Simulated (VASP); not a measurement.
Write the native input for VASP 6.6.1 that does the following.

| Property | Result |
| --- | --- |
| Task | single point |
| Functional | PBE |
| Potentials or basis | VASP PAW PBE potentials, release 64 (Sc_sv) |
| Cutoff | 520 eV |
| k mesh | 18 × 18 × 10 |
| Occupations | fermi-dirac, width 0.1 eV |
| Spin | no spin polarisation |
| Dipole correction | no |
| Further INCAR settings | ALGO = Normal; EDIFF = 1e-06; NBANDS = 18 |

The structure of Sc lies in POSCAR:

```
Sc
1.0
    3.4056184226      0.0000000000      0.0000000000
   -1.7028092113      2.9493520696      0.0000000000
    0.0000000000      0.0000000000      5.3189764544
Sc
2
Direct
    0.3333333333      0.6666666667      0.2500000000
    0.6666666667      0.3333333333      0.7500000000
```

These files were run (other wordings do the same):

INCAR

```
  ALGO = Normal
  EDIFF = 1E-6
  ENCUT = 520
  GGA = PE
  ISIF = 2
  ISMEAR = -1
  LASPH = True
  LCHARG = False
  LREAL = False
  LWAVE = False
  NBANDS = 18
  NELM = 60
  PREC = Accurate
  SIGMA = 0.1
```

KPOINTS

```
k-points
0
Gamma
  18 18 10
```

Potentials or basis: VASP PAW PBE potentials, release 64 (Sc_sv).

Command:

```console
$ cat potpaw_PBE.64/Sc_sv/POTCAR > POTCAR
$ mpirun -np 1 vasp_std > vasp.out
```

It gave:

```json
{
  "Pressure": "-3.6 GPa",
  "Band gap on the k mesh": "zero (bands 11 and 12 overlap by 1.34 eV)"
}
```

Caveat: the cell stands under tension.

Wall time 3 min on 1 thread of Intel(R) Xeon(R) Platinum 8259CL CPU @ 2.50GHz (Skylake/Cascade Lake), on a shared host, peak memory 0.31 GiB.
